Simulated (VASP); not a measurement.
# MoS2 (R3m) in VASP: further runs

MoS2 is run at these levels: PBE+D3(BJ); tasks: single point.

All numbers are computed with VASP 6.6.1; they aren't measurements. Logs are shortened: lines on timing, memory, paths and dates and some standing lists are left out, and cuts for length are marked.

### Step 1. The cell of the first run

The structure is trigonal, space group R3m (No. 160). The conventional cell has a = 3.389 Å, b = 3.389 Å, c = 17.990 Å, α = 90.00°, β = 90.00°, γ = 120.00°. Within 3.3 Å of Mo (site symmetry 3m) lie 6 S at 2.50 to 2.51 Å. Within 3.3 Å of S (site symmetry 3m) lie 3 Mo at 2.50 Å and 1 S at 3.13 Å. S (site symmetry 3m) has 3 Mo at 2.51 Å and 1 S at 3.13 Å within 3.3 Å.

### Step 2. Single point, PBE+D3(BJ) (strain +0.0750 x Voigt [1, 1, 0, 0, 0, 0])

Contents of INCAR:

```
  PREC = Accurate
  ENCUT = 520
  EDIFF = 1E-6
  ISMEAR = 0
  SIGMA = 0.05
  LREAL = F
  LASPH = T
  NELM = 100
  ALGO = Normal
  ISIF = 2
  LWAVE = F
  LCHARG = F
  GGA = PE
  IVDW = 12
  NBANDS = 20
```

Contents of KPOINTS:

```
regular mesh
0
Gamma
  12 12 12
```

Contents of POSCAR:

```
MoS2
1.0
    1.6947099575      0.9784412502      5.9965349799
   -1.6947099575      0.9784412502      5.9965349799
    0.0000000000     -1.9568825004      5.9965349799
Mo S
1 2
Direct
    0.0000172715      0.0000172715      0.0000172715
    0.7535591261      0.7535591261      0.7535591261
    0.5797236023      0.5797236023      0.5797236023
```

Potentials or basis: VASP PAW PBE potentials, release 64 (Mo_sv, S).

Launch:

```bash
> cat potpaw_PBE.64/Mo_sv/POTCAR potpaw_PBE.64/S/POTCAR > POTCAR
> mpirun -np 1 vasp_std > vasp.out
```

OUTCAR:

```text
PREC = Accurate
   ENCUT = 520
   EDIFF = 1E-6
   ISMEAR = 0
   LREAL = F
   LASPH = T
   NELM = 100
   ISIF = 2
   GGA = PE
   IVDW = 12
 IVDW          = 12

 ion  position               nearest neighbor table
   1  0.000  0.000  0.000-   2 2.50   2 2.50   2 2.50   3 2.51   3 2.51   3 2.51
   2  0.754  0.754  0.754-   1 2.50   1 2.50   1 2.50
   3  0.580  0.580  0.580-   1 2.51   1 2.51   1 2.51

  LATTYP: Found a trigonal (rhomboedric) cell.
 ALAT       =     6.3077587846
 COS(alpha) =     0.8556321117

  Lattice vectors:

 A1 = (   1.6947099575,   0.9784412502,   5.9965349799)
 A2 = (  -1.6947099575,   0.9784412502,   5.9965349799)
 A3 = (   0.0000000000,  -1.9568825004,   5.9965349799)

Analysis of symmetry for initial positions (statically):
=====================================================================
 Subroutine PRICEL returns:
 Original cell was already a primitive cell.

 Routine SETGRP: Setting up the symmetry group for a
 trigonal (rhombohedral) supercell.

 Subroutine GETGRP returns: Found  6 space group operations
 (whereof  6 operations were pure point group operations)
 out of a pool of 12 trial point group operations.

The static configuration has the point symmetry C_3v.

Analysis of symmetry for dynamics (positions and initial velocities):
=====================================================================
 Subroutine PRICEL returns:
 Original cell was already a primitive cell.

 Routine SETGRP: Setting up the symmetry group for a
 trigonal (rhombohedral) supercell.

 Subroutine GETGRP returns: Found  6 space group operations
 (whereof  6 operations were pure point group operations)
 out of a pool of 12 trial point group operations.

The dynamic configuration has the point symmetry C_3v.

 Subroutine INISYM returns: Found  6 space group operations
 (whereof  6 operations are pure point group operations),
 and found     1 'primitive' translations

----------------------------------------------------------------------------------------

                                     Primitive cell

  volume of cell :      59.6598

  direct lattice vectors                    reciprocal lattice vectors
     1.694709957  0.978441250  5.996534980     0.295035736  0.170338962  0.055587658
    -1.694709957  0.978441250  5.996534980    -0.295035736  0.170338962  0.055587658
     0.000000000 -1.956882500  5.996534980     0.000000000 -0.340677923  0.055587658

  length of vectors
     6.307758785  6.307758785  6.307758785     0.345183191  0.345183191  0.345183191

  position of ions in fractional coordinates (direct lattice)
     0.000017271  0.000017271  0.000017271
     0.753559126  0.753559126  0.753559126
     0.579723602  0.579723602  0.579723602

  ion indices of the primitive-cell ions
   primitive index   ion index
                 1           1
                 2           2
                 3           3

----------------------------------------------------------------------------------------

 KPOINTS: regular mesh

Automatic generation of k-mesh.
 Grid dimensions read from file:
 generate k-points for:   12   12   12

 Generating k-lattice:

  Cartesian coordinates                     Fractional coordinates (reciprocal lattice)
     0.024586311  0.014194913  0.004632305     0.083333333  0.000000000  0.000000000
    -0.024586311  0.014194913  0.004632305     0.000000000  0.083333333  0.000000000
     0.000000000 -0.028389827  0.004632305     0.000000000  0.000000000  0.083333333

  Length of vectors
     0.028765266  0.028765266  0.028765266

  Shift w.r.t. Gamma in fractional coordinates (k-lattice)
     0.000000000  0.000000000  0.000000000

 Subroutine IBZKPT returns following result:
 ===========================================

 Found    189 irreducible k-points:

 Following reciprocal coordinates:
            Coordinates               Weight
  0.000000  0.000000  0.000000      1.000000
  0.083333  0.000000 -0.000000      6.000000
  0.166667 -0.000000 -0.000000      6.000000
  0.250000  0.000000  0.000000      6.000000
  0.333333  0.000000  0.000000      6.000000
  0.416667 -0.000000  0.000000      6.000000
[... 16 lines left out ...]
  0.500000  0.166667 -0.000000     12.000000
 -0.416667  0.166667  0.000000     12.000000
 [... further k-points ...]
   k-points           NKPTS =    189   k-points in BZ     NKDIM =    189   number of bands    NBANDS=     20
   number of dos      NEDOS =    301   number of ions     NIONS =      3
   total plane-waves  NPLWV = 110592
   dimension x,y,z NGX =    48 NGY =   48 NGZ =   48
   dimension x,y,z NGXF=    96 NGYF=   96 NGZF=   96
   ions per type =               1   2
   NGX,Y,Z   is equivalent  to a cutoff of  12.65, 12.65, 12.65 a.u.
   NGXF,Y,Z  is equivalent  to a cutoff of  25.30, 25.30, 25.30 a.u.
 SYSTEM =  unknown system
   PREC   = accura    normal or accurate (medium, high low for compatibility)
   ISTART =      0    job   : 0-new  1-cont  2-samecut
   ICHARG =      2    charge: 1-file 2-atom 10-const
   ISPIN  =      1    spin polarized calculation?
   LNONCOLLINEAR =      F non collinear calculations
   LSORBIT =      F    spin-orbit coupling
   LASPH  =      T    aspherical Exc in radial PAW
   ENCUT  =  520.0 eV  38.22 Ry    6.18 a.u.  11.73 11.73 11.73*2*pi/ulx,y,z
   NELM   =    100;   NELMIN=  2; NELMDL= -5     # of ELM steps
   EDIFF  = 0.1E-05   stopping-criterion for ELM
   LREAL  =      F    real-space projection
   EDIFFG = 0.1E-04   stopping-criterion for IOM
   NSW    =      0    number of steps for IOM
   IBRION =     -1    ionic relax: 0-MD 1-quasi-New 2-CG
   NFREE  =      0    steps in history (QN), initial steepest desc. (CG)
   ISIF   =      2    stress and relaxation
   ISYM   =      2    0-nonsym 1-usesym 2-fastsym
   POTIM  = 0.5000    time-step for ionic-motion
   TEBEG  =    0.0;   TEEND  =   0.0 temperature during run
   PSTRESS=    0.0 pullay stress
   NELECT =      26.0000    total number of electrons
   NUPDOWN=      -1.0000    fix difference up-down
   EMIN   =  10.00;   EMAX   =-10.00  energy-range for DOS
   EFERMI =   0.00;   METHOD = LEGACY
   ISMEAR =     0;   SIGMA  =   0.05  broadening in eV -4-tet -1-fermi 0-gaus
   EFERMI_NEDOS =   21; number of points for ismear=-14 and -15
   IALGO  =     38    algorithm
   IMIX   =      4    mixing-type and parameters
     AMIX     =   0.40;   BMIX     =  1.00
     AMIX_MAG =   1.60;   BMIX_MAG =  1.00
  volume/ion in A,a.u.               =      19.89       134.20
  Fermi-wavevector in a.u.,A,eV,Ry     =   1.241191  2.345511 20.960532  1.540556
  Thomas-Fermi vector in A             =   2.375600
   LORBIT       =      0    0 simple, 1 ext, 2 COOP (PROOUT), +10 PAW based schemes
   GGA     = PE    functional components
   LHFCALC =     F    Hartree Fock is set to
   AEXX    =    0.0000 exact exchange contribution
   IVDW    =    12    specifies the selected vdW correction
   LEPSILON=     F    determine dielectric tensor
   LRPA    =     F    only Hartree local field effects (RPA)
 non-spin polarized calculation
 Gauss-broadening in eV      SIGMA  =   0.05
  energy-cutoff  :      520.00
  volume of cell :       59.66
 maximum number of plane-waves:      1649
   NGX = 23   NGY = 23   NGZ = 23

 number of electron      26.0000002 magnetization

 Free energy of the ion-electron system (eV)
  ---------------------------------------------------
  ext. energy  EPLUGINS =         0.00000000
  ---------------------------------------------------
  free energy    TOTEN  =       -21.41755209 eV

  energy without entropy =      -21.41755180  energy(sigma->0) =      -21.41755194

 E-fermi :   6.5714     XC(G=0): -10.3535

 val. band max:        6.4567864492   @ k =   0.5000   0.5000   0.5000
 cond. band min:       6.7113631532   @ k =  -0.3333   0.3333   0.0000
 fundamental gap:      0.2545767040
 Fermi energy:         6.5714039081

 k-point     1 :       0.0000    0.0000    0.0000
  band No.  band energies     occupation
      1     -55.4663      2.00000
      2     -29.4832      2.00000
      3     -29.4496      2.00000
      4     -29.4496      2.00000
      5      -8.0091      2.00000
      6      -6.4048      2.00000
[... 12 lines left out ...]
     19      13.4524      0.00000
     20      15.3048      0.00000

 k-point     2 :       0.0833    0.0000   -0.0000
  band No.  band energies     occupation
      1     -55.4652      2.00000
      2     -29.4809      2.00000
      3     -29.4623      2.00000
      4     -29.4526      2.00000
      5      -7.9296      2.00000
      6      -6.3846      2.00000
[... 12 lines left out ...]
     19      13.8485      0.00000
     20      15.2410      0.00000

 k-point     3 :       0.1667   -0.0000   -0.0000
  band No.  band energies     occupation
      1     -55.4624      2.00000
      2     -29.4966      2.00000
      3     -29.4746      2.00000
      4     -29.4606      2.00000
      5      -7.7038      2.00000
      6      -6.3271      2.00000
[... 12 lines left out ...]
     19      14.4655      0.00000
     20      15.0973      0.00000

 k-point     4 :       0.2500    0.0000    0.0000
  band No.  band energies     occupation
      1     -55.4586      2.00000
      2     -29.5431      2.00000
      3     -29.4716      2.00000
      4     -29.4659      2.00000
      5      -7.3713      2.00000
      6      -6.2436      2.00000
[... 12 lines left out ...]
     19      13.9422      0.00000
     20      14.6939      0.00000

 k-point     5 :       0.3333    0.0000    0.0000
  band No.  band energies     occupation
      1     -55.4548      2.00000
      2     -29.5892      2.00000
      3     -29.4825      2.00000
      4     -29.4572      2.00000
      5      -7.0020      2.00000
      6      -6.1548      2.00000
[... 12 lines left out ...]
     19      13.2585      0.00000
     20      13.7918      0.00000

 k-point     6 :       0.4167   -0.0000    0.0000
  band No.  band energies     occupation
      1     -55.4519      2.00000
      2     -29.6227      2.00000
      3     -29.4905      2.00000
      4     -29.4509      2.00000
      5      -6.6981      2.00000
      6      -6.0892      2.00000
[... 12 lines left out ...]
     19      13.0553      0.00000
     20      13.3015      0.00000

 k-point     7 :       0.5000    0.0000    0.0000
  band No.  band energies     occupation
      1     -55.4509      2.00000
      2     -29.6349      2.00000
      3     -29.4935      2.00000
      4     -29.4485      2.00000
      5      -6.5764      2.00000
      6      -6.0667      2.00000
[... 12 lines left out ...]
     19      12.8913      0.00000
     20      13.2387      0.00000
[... 277 lines left out ...]
 k-point    20 :       0.2500    0.1667    0.0000
  band No.  band energies     occupation
      1     -55.4600      2.00000
      2     -29.5239      2.00000
      3     -29.4699      2.00000
      4     -29.4691      2.00000
      5      -7.4672      2.00000
      6      -6.3225      2.00000
[... 12 lines left out ...]
     19      14.4272      0.00000
     20      14.9688      0.00000

 k-point    21 :       0.3333    0.1667    0.0000
  band No.  band energies     occupation
      1     -55.4567      2.00000
      2     -29.5575      2.00000
      3     -29.4859      2.00000
      4     -29.4616      2.00000
      5      -7.1595      2.00000
      6      -6.2492      2.00000
[... 12 lines left out ...]
     19      14.2554      0.00000
     20      14.9058      0.00000

 k-point    22 :       0.4167    0.1667   -0.0000
  band No.  band energies     occupation
      1     -55.4534      2.00000
      2     -29.5893      2.00000
      3     -29.5035      2.00000
      4     -29.4541      2.00000
      5      -6.8283      2.00000
      6      -6.1614      2.00000
[... 12 lines left out ...]
     19      14.1838      0.00000
     20      14.5774      0.00000

 k-point    23 :       0.5000    0.1667   -0.0000
  band No.  band energies     occupation
      1     -55.4509      2.00000
      2     -29.6118      2.00000
      3     -29.5171      2.00000
      4     -29.4486      2.00000
      5      -6.5677      2.00000
      6      -6.0866      2.00000
[... 12 lines left out ...]
     19      14.1570      0.00000
     20      14.3352      0.00000

 k-point    24 :      -0.4167    0.1667    0.0000
  band No.  band energies     occupation
      1     -55.4500      2.00000
      2     -29.6199      2.00000
      3     -29.5221      2.00000
      4     -29.4465      2.00000
      5      -6.4772      2.00000
      6      -6.0459      2.00000
[... 12 lines left out ...]
     19      14.0851      0.00000
     20      14.3396      0.00000

 [... further k-points ...]

------------------------ aborting loop because EDIFF is reached ----------------------------------------

 Edisp (eV)   -1.13806

 E8    (eV) :    -0.4593

  FORCE on cell =-STRESS in cart. coord.  units (eV):
  Direction    XX          YY          ZZ          XY          YZ          ZX
  --------------------------------------------------------------------------------------
  -------------------------------------------------------------------------------------
  Total      -6.94109    -6.94109    -3.75179     0.00000     0.00000     0.00000
  in kB    -186.40464  -186.40464  -100.75526     0.00000     0.00000     0.00000
  external pressure =     -157.85 kB  Pullay stress =        0.00 kB

 VOLUME and BASIS-vectors are now :
 -----------------------------------------------------------------------------
  energy-cutoff  :      520.00
  volume of cell :       59.66
      direct lattice vectors                 reciprocal lattice vectors
     1.694709957  0.978441250  5.996534980     0.295035736  0.170338962  0.055587658
    -1.694709957  0.978441250  5.996534980    -0.295035736  0.170338962  0.055587658
     0.000000000 -1.956882500  5.996534980     0.000000000 -0.340677923  0.055587658

 POSITION                                       TOTAL-FORCE (eV/Angst)
 -----------------------------------------------------------------------------------
      0.00000      0.00000      0.00031         0.000000      0.000000     -0.000332
      0.00000      0.00000     13.55623         0.000000     -0.000000     -1.117774
      0.00000      0.00000     10.42900         0.000000     -0.000000      1.118106
 -----------------------------------------------------------------------------------
    total drift:                                0.000000     -0.000000     -0.000014

  FREE ENERGIE OF THE ION-ELECTRON SYSTEM (eV)
  ---------------------------------------------------
  free  energy   TOTEN  =       -22.5556146870 eV

  energy  without entropy=      -22.5556143978  energy(sigma->0) =      -22.55561454
```

Wall time 8 min (1 thread of Intel Xeon Platinum 8175M at 2.50GHz (Skylake/Cascade Lake), shared host); peak memory 0.48 GiB.

What came out:

```yaml
Free_energy: -22.5556 eV
Pressure: -15.8 GPa
Largest_force: 1.118 eV/Å
Band_gap_on_the_k_mesh: 0.25 eV, indirect (least direct gap 1.19 eV)
Dispersion_energy_per_atom: -0.379 eV
```

Forces on the atoms (eV/Å):
```
Mo   0.000  0.000  0.000
S    0.000  0.000 -1.118
S    0.000  0.000  1.118
```

Levels at points of the mesh, in eV from the valence-band top:
| k point | band 11 | band 12 | band 13 | band 14 | band 15 | band 16 |
| --- | --- | --- | --- | --- | --- | --- |
| (0.00, 0.00, 0.00) | -2.51 | -0.82 | -0.74 | 1.34 | 1.34 | 1.76 |
| (0.50, 0.00, 0.00) | -2.07 | -2.01 | -1.37 | 0.84 | 1.18 | 2.58 |
| (0.50, 0.50, 0.00) | -2.66 | -2.29 | -1.30 | 0.77 | 1.24 | 2.33 |
| (0.50, 0.50, 0.50) | -2.45 | -2.45 | 0.00 | 1.48 | 1.48 | 1.57 |

Caveat: the cell differs from its parent crystal (strain +0.0750 x Voigt [1, 1, 0, 0, 0, 0]); forces of over 1 eV/Å act on the atoms, so gaps and moduli don't describe the material at rest. A k mesh can miss the band edges.

### Step 3. Single point, PBE+D3(BJ) (strain +0.0875 x Voigt [1, 1, 0, 0, 0, 0])

Contents of INCAR:

```
ALGO = Normal
EDIFF = 1E-6
ENCUT = 520
GGA = PE
ISIF = 2
ISMEAR = 0
IVDW = 12
LASPH = T
LCHARG = T
LELF = T
LREAL = F
LVHAR = T
LWAVE = F
NBANDS = 20
NELM = 80
PREC = Accurate
SIGMA = 0.05
```

Contents of KPOINTS:

```
k-points
0
Gamma
  12 12 12
```

Contents of POSCAR:

```
MoS2
1.0
    1.7144158873      0.9898184740      5.9965349799
   -1.7144158873      0.9898184740      5.9965349799
    0.0000000000     -1.9796369480      5.9965349799
Mo S
1 2
Direct
    0.0000172715      0.0000172715      0.0000172715
    0.7535591261      0.7535591261      0.7535591261
    0.5797236023      0.5797236023      0.5797236023
```

Potentials or basis: VASP PAW PBE potentials, release 64 (Mo_sv, S).

Launch:

```bash
> cat potpaw_PBE.64/Mo_sv/POTCAR potpaw_PBE.64/S/POTCAR > POTCAR
> mpirun -np 1 vasp_std > vasp.out
```

Run time: 9.3 min. Hardware: 1 thread of Intel Xeon Platinum 8175M at 2.50GHz (Skylake/Cascade Lake), shared host; peak memory 0.47 GiB.

Results (log left out):

```yaml
Free_energy: -22.3852 eV
Pressure: -17.3 GPa
Largest_force: 1.241 eV/Å
Band_gap_on_the_k_mesh: 0.18 eV, indirect (least direct gap 1.12 eV)
Dispersion_energy_per_atom: -0.370 eV
```

Forces on the atoms (eV/Å):
```
Mo   0.000  0.000  0.000
S    0.000  0.000 -1.240
S    0.000  0.000  1.241
```

Stress tensor (GPa, compression positive):
```
-20.53   0.00   0.00
  0.00 -20.53   0.00
  0.00   0.00 -10.94
```

Levels at points of the mesh, in eV from the valence-band top:
```csv
k point,band 10,band 11,band 12,band 13,band 14,band 15,band 16,band 17
"(0.00, 0.00, 0.00)",-2.51,-2.51,-0.75,-0.67,1.27,1.27,1.69,1.69
"(0.50, 0.00, 0.00)",-3.84,-2.05,-2.00,-1.32,0.76,1.07,2.49,2.68
"(0.50, 0.50, 0.00)",-3.69,-2.57,-2.32,-1.27,0.69,1.13,2.24,2.98
"(0.50, 0.50, 0.50)",-3.06,-2.45,-2.45,0.00,1.41,1.41,1.50,1.50
```

Caveat: the cell differs from its parent crystal (strain +0.0875 x Voigt [1, 1, 0, 0, 0, 0]); forces of over 1 eV/Å act on the atoms, so gaps and moduli don't describe the material at rest. A k mesh can miss the band edges.

(Continued in part 2 of 2.)
